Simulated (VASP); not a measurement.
# Ti (P6_3/mmc) in VASP: a series of runs

Runs on Ti. Level: r2SCAN. Tasks: single point.

Everything below comes from runs of VASP 6.6.1. Logs are shortened: lines on timing, memory, paths and dates and some standing lists are left out, and cuts for length are marked.

### Step 1. The cell of the first run

It takes space group P6_3/mmc (No. 194, hexagonal). The conventional cell has a = 3.038 Å, b = 3.038 Å, c = 4.756 Å, α = 90.00°, β = 90.00°, γ = 120.00°. Within 3.9 Å of Ti (site symmetry -6m2) lie 12 Ti at 2.96 to 3.04 Å.

### Step 2. Single point, r2SCAN (strain +0.030 along x and y, +0.015 along z)

File POSCAR:

```
Ti
1.0
    3.0384977962      0.0000000000      0.0000000000
   -1.5192488981      2.6314162809      0.0000000000
    0.0000000000      0.0000000000      4.7562900000
Ti
2
Direct
    0.3333333333      0.6666666667      0.2500000000
    0.6666666667      0.3333333333      0.7500000000
```

File INCAR.step1:

```
SYSTEM = Ti
PREC = Accurate ; ENCUT = 520
ISMEAR = 0 ; SIGMA = 0.15
LREAL = .False. ; LASPH = .True.
NELM = 60 ; NBANDS = 19
GGA = PE ; ALGO = Normal
EDIFF = 1E-4 ; LWAVE = .True.
LCHARG = .False.
```

File INCAR.step2:

```
SYSTEM = Ti
PREC = Accurate ; ENCUT = 520
EDIFF = 1E-6 ; ISMEAR = 0
SIGMA = 0.15 ; LREAL = .False.
LASPH = .True. ; NELM = 60
ALGO = Normal ; ISIF = 2
LWAVE = .False. ; LCHARG = .False.
METAGGA = R2SCAN ; LMIXTAU = .True.
NBANDS = 19 ; ISTART = 1
```

File KPOINTS:

```
Automatic mesh
0
Gamma
  18 18 10
  0 0 0
```

Potentials or basis: VASP PAW PBE potentials, release 64 (Ti_sv).

On the command line:

```console
$ cat potpaw_PBE.64/Ti_sv/POTCAR > POTCAR
$ cp INCAR.step1 INCAR
$ mpirun -np 1 vasp_std > vasp.out
$ cp INCAR.step2 INCAR
$ mpirun -np 1 vasp_std > vasp.out
```

OUTCAR:

```text
SYSTEM = Ti
   PREC = Accurate
   ENCUT = 520
   EDIFF = 1E-6
   ISMEAR = 0
   LREAL = .False.
   LASPH = .True.
   NELM = 60
   ISIF = 2
   METAGGA = R2SCAN
   ISTART = 1

 ion  position               nearest neighbor table
   1  0.333  0.667  0.250-
   2  0.667  0.333  0.750-

  LATTYP: Found a hexagonal cell.
 ALAT       =     3.0384977962
 C/A-ratio  =     1.5653425867

  Lattice vectors:

 A1 = (   3.0384977962,   0.0000000000,   0.0000000000)
 A2 = (  -1.5192488981,   2.6314162809,   0.0000000000)
 A3 = (   0.0000000000,   0.0000000000,   4.7562900000)

Analysis of symmetry for initial positions (statically):
=====================================================================
 Subroutine PRICEL returns:
 Original cell was already a primitive cell.

 Routine SETGRP: Setting up the symmetry group for a
 hexagonal supercell.

 Subroutine GETGRP returns: Found 24 space group operations
 (whereof 12 operations were pure point group operations)
 out of a pool of 24 trial point group operations.

The static configuration has the point symmetry D_3d.
 The point group associated with its full space group is D_6h.

Analysis of symmetry for dynamics (positions and initial velocities):
=====================================================================
 Subroutine PRICEL returns:
 Original cell was already a primitive cell.

 Routine SETGRP: Setting up the symmetry group for a
 hexagonal supercell.

 Subroutine GETGRP returns: Found 24 space group operations
 (whereof 12 operations were pure point group operations)
 out of a pool of 24 trial point group operations.

The dynamic configuration has the point symmetry D_3d.
 The point group associated with its full space group is D_6h.

 Subroutine INISYM returns: Found 24 space group operations
 (whereof 12 operations are pure point group operations),
 and found     1 'primitive' translations

----------------------------------------------------------------------------------------

                                     Primitive cell

  volume of cell :      38.0292

  direct lattice vectors                    reciprocal lattice vectors
     3.038497796  0.000000000  0.000000000     0.329109997  0.190011745  0.000000000
    -1.519248898  2.631416281  0.000000000     0.000000000  0.380023490  0.000000000
     0.000000000  0.000000000  4.756290000     0.000000000  0.000000000  0.210247903

  length of vectors
     3.038497796  3.038497796  4.756290000     0.380023490  0.380023490  0.210247903

  position of ions in fractional coordinates (direct lattice)
     0.333333333  0.666666667  0.250000000
     0.666666667  0.333333333  0.750000000

  ion indices of the primitive-cell ions
   primitive index   ion index
                 1           1
                 2           2

----------------------------------------------------------------------------------------

 KPOINTS: Automatic mesh

Automatic generation of k-mesh.
 Grid dimensions read from file:
 generate k-points for:   18   18   10

 Generating k-lattice:

  Cartesian coordinates                     Fractional coordinates (reciprocal lattice)
     0.018283889  0.010556208  0.000000000     0.055555556 -0.000000000  0.000000000
     0.000000000  0.021112416  0.000000000     0.000000000  0.055555556  0.000000000
     0.000000000  0.000000000  0.021024790     0.000000000  0.000000000  0.100000000

  Length of vectors
     0.021112416  0.021112416  0.021024790

  Shift w.r.t. Gamma in fractional coordinates (k-lattice)
     0.000000000  0.000000000  0.000000000

 Subroutine IBZKPT returns following result:
 ===========================================

 Found    222 irreducible k-points:

 Following reciprocal coordinates:
            Coordinates               Weight
  0.000000  0.000000  0.000000      1.000000
  0.055556  0.000000  0.000000      6.000000
  0.111111  0.000000  0.000000      6.000000
  0.166667  0.000000  0.000000      6.000000
  0.222222  0.000000  0.000000      6.000000
  0.277778  0.000000  0.000000      6.000000
[... 16 lines left out ...]
  0.333333  0.111111  0.000000     12.000000
  0.388889  0.111111  0.000000     12.000000
 [... further k-points ...]
   k-points           NKPTS =    222   k-points in BZ     NKDIM =    222   number of bands    NBANDS=     19
   number of dos      NEDOS =    301   number of ions     NIONS =      2
   total plane-waves  NPLWV =  20736
   dimension x,y,z NGX =    24 NGY =   24 NGZ =   36
   dimension x,y,z NGXF=    48 NGYF=   48 NGZF=   72
   ions per type =               2
   NGX,Y,Z   is equivalent  to a cutoff of  13.13, 13.13, 12.58 a.u.
   NGXF,Y,Z  is equivalent  to a cutoff of  26.26, 26.26, 25.17 a.u.
 SYSTEM =  Ti
   PREC   = accura    normal or accurate (medium, high low for compatibility)
   ISTART =      1    job   : 0-new  1-cont  2-samecut
   ICHARG =      0    charge: 1-file 2-atom 10-const
   ISPIN  =      1    spin polarized calculation?
   LNONCOLLINEAR =      F non collinear calculations
   LSORBIT =      F    spin-orbit coupling
   LASPH  =      T    aspherical Exc in radial PAW
   ENCUT  =  520.0 eV  38.22 Ry    6.18 a.u.   5.65  5.65  8.84*2*pi/ulx,y,z
   NELM   =     60;   NELMIN=  2; NELMDL=  0     # of ELM steps
   EDIFF  = 0.1E-05   stopping-criterion for ELM
   LREAL  =      F    real-space projection
   EDIFFG = 0.1E-04   stopping-criterion for IOM
   NSW    =      0    number of steps for IOM
   IBRION =     -1    ionic relax: 0-MD 1-quasi-New 2-CG
   NFREE  =      0    steps in history (QN), initial steepest desc. (CG)
   ISIF   =      2    stress and relaxation
   ISYM   =      2    0-nonsym 1-usesym 2-fastsym
   POTIM  = 0.5000    time-step for ionic-motion
   TEBEG  =    0.0;   TEEND  =   0.0 temperature during run
   PSTRESS=    0.0 pullay stress
   NELECT =      24.0000    total number of electrons
   NUPDOWN=      -1.0000    fix difference up-down
   EMIN   =  10.00;   EMAX   =-10.00  energy-range for DOS
   EFERMI =   0.00;   METHOD = LEGACY
   ISMEAR =     0;   SIGMA  =   0.15  broadening in eV -4-tet -1-fermi 0-gaus
   EFERMI_NEDOS =   21; number of points for ismear=-14 and -15
   IALGO  =     38    algorithm
   IMIX   =      4    mixing-type and parameters
     AMIX     =   0.40;   BMIX     =  1.00
     AMIX_MAG =   1.60;   BMIX_MAG =  1.00
  volume/ion in A,a.u.               =      19.01       128.32
  Fermi-wavevector in a.u.,A,eV,Ry     =   1.404235  2.653618 26.828982  1.971875
  Thomas-Fermi vector in A             =   2.526817
   LORBIT       =      0    0 simple, 1 ext, 2 COOP (PROOUT), +10 PAW based schemes
   METAGGA = R2SCAN    functional components
   LHFCALC =     F    Hartree Fock is set to
   AEXX    =    0.0000 exact exchange contribution
   IVDW    =     0    specifies the selected vdW correction
   LEPSILON=     F    determine dielectric tensor
   LRPA    =     F    only Hartree local field effects (RPA)
 non-spin polarized calculation
 Gauss-broadening in eV      SIGMA  =   0.15
  energy-cutoff  :      520.00
  volume of cell :       38.03
 maximum number of plane-waves:      1049
 NGX is ok and might be reduce to    24
   NGX = 11   NGY = 11   NGZ = 17

 number of electron      23.9999989 magnetization

 Free energy of the ion-electron system (eV)
  ---------------------------------------------------
  ext. energy  EPLUGINS =         0.00000000
  ---------------------------------------------------
  free energy    TOTEN  =       -25.81217553 eV

  energy without entropy =      -25.79051248  energy(sigma->0) =      -25.80134400

 E-fermi :   7.4689     XC(G=0): -11.9401

 val. band max:        7.4642256059   @ k =   0.3889   0.2222   0.3000
 cond. band min:       7.4750523848   @ k =   0.2222   0.2222   0.5000
 fundamental gap:      0.0108267789
 Fermi energy:         7.4689071188

 k-point     1 :       0.0000    0.0000    0.0000
  band No.  band energies     occupation
      1     -51.9545      2.00000
      2     -51.8511      2.00000
      3     -27.4226      2.00000
      4     -26.9181      2.00000
      5     -26.9180      2.00000
      6     -26.8617      2.00000
[... 11 lines left out ...]
     18       9.0637      0.00000
     19      10.4917      0.00000

 k-point     2 :       0.0556    0.0000    0.0000
  band No.  band energies     occupation
      1     -51.9524      2.00000
      2     -51.8504      2.00000
      3     -27.4174      2.00000
      4     -26.9283      2.00000
      5     -26.9216      2.00000
      6     -26.8641      2.00000
[... 11 lines left out ...]
     18       9.0180      0.00000
     19      10.5167      0.00000

 k-point     3 :       0.1111    0.0000    0.0000
  band No.  band energies     occupation
      1     -51.9460      2.00000
      2     -51.8482      2.00000
      3     -27.4018      2.00000
      4     -26.9581      2.00000
      5     -26.9317      2.00000
      6     -26.8767      2.00000
[... 11 lines left out ...]
     18       8.9318      0.00000
     19      10.5796      0.00000

 k-point     4 :       0.1667    0.0000    0.0000
  band No.  band energies     occupation
      1     -51.9362      2.00000
      2     -51.8451      2.00000
      3     -27.3770      2.00000
      4     -27.0040      2.00000
      5     -26.9468      2.00000
      6     -26.9233      2.00000
[... 11 lines left out ...]
     18       9.1600      0.00000
     19      10.6571      0.00000

 k-point     5 :       0.2222    0.0000    0.0000
  band No.  band energies     occupation
      1     -51.9237      2.00000
      2     -51.8416      2.00000
      3     -27.3445      2.00000
      4     -27.0609      2.00000
      5     -26.9792      2.00000
      6     -26.9648      2.00000
[... 11 lines left out ...]
     18       9.4544      0.00000
     19      10.7310      0.00000
[... 334 lines left out ...]
      2     -51.8377      2.00000
      3     -27.2941      2.00000
      4     -27.1191      2.00000
      5     -27.0708      2.00000
      6     -26.9777      2.00000
[... 11 lines left out ...]
     18      10.0827      0.00000
     19      10.7532      0.00000

 k-point    22 :       0.2778    0.1111    0.0000
  band No.  band energies     occupation
      1     -51.8919      2.00000
      2     -51.8361      2.00000
      3     -27.2545      2.00000
      4     -27.1731      2.00000
      5     -27.1061      2.00000
      6     -27.0056      2.00000
[... 11 lines left out ...]
     18      10.4925      0.00000
     19      10.7852      0.00000

 k-point    23 :       0.3333    0.1111    0.0000
  band No.  band energies     occupation
      1     -51.8798      2.00000
      2     -51.8359      2.00000
      3     -27.2175      2.00000
      4     -27.2159      2.00000
      5     -27.1344      2.00000
      6     -27.0283      2.00000
[... 11 lines left out ...]
     18      10.8071      0.00000
     19      10.9155      0.00000

 k-point    24 :       0.3889    0.1111    0.0000
  band No.  band energies     occupation
      1     -51.8708      2.00000
      2     -51.8369      2.00000
      3     -27.2464      2.00000
      4     -27.1847      2.00000
      5     -27.1528      2.00000
      6     -27.0429      2.00000
[... 11 lines left out ...]
     18      10.8194      0.00000
     19      11.3411      0.00000

 [... further k-points ...]
[... 5 lines left out ...]
  --------------------------------------------------------------------------------------
  -------------------------------------------------------------------------------------
  Total       -2.2313452     -2.2313452     -1.9758199      0.0000000     -0.0000000      0.0000000
  in kB      -94.0070751    -94.0070751    -83.2417341      0.0000000     -0.0000000      0.0000000
  external PRESSURE =     -90.4186281 kB  Pullay stress =       0.0000000 kB

 VOLUME and BASIS-vectors are now :
 -----------------------------------------------------------------------------
  energy-cutoff  :      520.00
  volume of cell :       38.03
      direct lattice vectors                 reciprocal lattice vectors
     3.038497796  0.000000000  0.000000000     0.329109997  0.190011745  0.000000000
    -1.519248898  2.631416281  0.000000000     0.000000000  0.380023490  0.000000000
     0.000000000  0.000000000  4.756290000     0.000000000  0.000000000  0.210247903

 POSITION                                       TOTAL-FORCE (eV/Angst)
 -----------------------------------------------------------------------------------
     -0.00000      1.75428      1.18907         0.000000     -0.000000      0.000000
      1.51925      0.87714      3.56722        -0.000000      0.000000      0.000000
 -----------------------------------------------------------------------------------
    total drift:                               -0.000000      0.000000     -0.000000

  FREE ENERGIE OF THE ION-ELECTRON SYSTEM (eV)
  ---------------------------------------------------
  free  energy   TOTEN  =       -25.8121755319 eV

  energy  without entropy=      -25.7905124759  energy(sigma->0) =      -25.80134400
```

It used 240 s of CPU time on 1 thread of Intel(R) Xeon(R) Platinum 8488C (Sapphire Rapids) (shared host).

What came out:

* Free energy: -25.8122 eV
* Pressure: -9.0 GPa
* Band gap on the k mesh: zero (band 12 reaches 8.26 eV, above the bottom of band 13 at 7.08 eV)

Stress tensor (GPa, compression positive):
```
-9.40  0.00  0.00
 0.00 -9.40  0.00
 0.00  0.00 -8.32
```

Levels at points of the mesh, in eV from the Fermi level:
```
           k point  band 8  band 9  band 10  band 11  band 12  band 13  band 14  band 15  band 16  band 17
(0.00, 0.00, 0.00)  -34.30   -6.41    -2.64     0.44     0.79     0.79     0.95     1.27     1.27     1.59
(0.50, 0.00, 0.00)  -34.36   -2.43    -2.04    -1.70    -0.95     0.53     0.65     1.17     3.11     3.33
(0.00, 0.00, 0.50)  -34.35   -4.56    -4.56     0.11     0.11     0.70     0.70     0.70     0.70     2.71
(0.50, 0.00, 0.50)  -34.43   -2.45    -2.45    -0.77    -0.77     1.01     1.01     1.69     1.69     3.25
```

Caveat: the cell differs from its parent crystal (strain +0.030 along x and y, +0.015 along z); the PAW data sets were made with another functional, which shifts forces and pressure a little.

(Continued in part 2 of 2.)
